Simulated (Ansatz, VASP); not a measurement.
## One calculation of BeWN4, two programs

```
Be W N
1.0
    -2.56984    2.56984    3.96056
     2.56984   -2.56984    3.96056
     2.56984    2.56984   -3.96056
Be W N
2 2 8
Direct
  0.75000 0.25000 0.50000
  0.00000 0.00000 0.00000
  0.25000 0.75000 0.50000
  0.50000 0.50000 0.00000
  0.55278 0.50224 0.41747
  0.25224 0.33476 0.44945
  0.08476 0.13531 0.58253
  0.88531 0.80278 0.55055
  0.19722 0.74776 0.08253
  0.49776 0.91524 0.05055
  0.66524 0.11469 0.91747
  0.86469 0.44722 0.94945
```

Alike in both runs: functional PBE; k mesh 6 × 6 × 6; occupations gaussian, width 0.1 eV; no spin polarisation.

Ansatz relaxed the structure, and its values are those at the end. VASP's run is a single point on that final structure, the one shown.

```csv
,VASP,Ansatz
version,VASP 6.6.1,Ansatz 0.2.0
potentials or method,"VASP PAW PBE potentials, release 64 (Be, W_sv, N), cutoff 520 eV","scalar-relativistic, plane waves, PAW"
valence electrons in the cell,72,72
```

VASP gave:

* gap on the k mesh at the Fermi level (eV): none
* pressure (GPa): 0.7
* rms of the force components (eV/Å): 0.009

Question: Which values does Ansatz return?

Answer: gap on the k mesh at the Fermi level (eV): none; pressure (GPa): -0.2; rms of the force components (eV/Å): 0.020.

A gap of «none» marks a metal or a gap that the smearing closes. The functional is the same, so the differences come from potentials, cutoffs and numerics.

Spin-orbit coupling is off throughout.
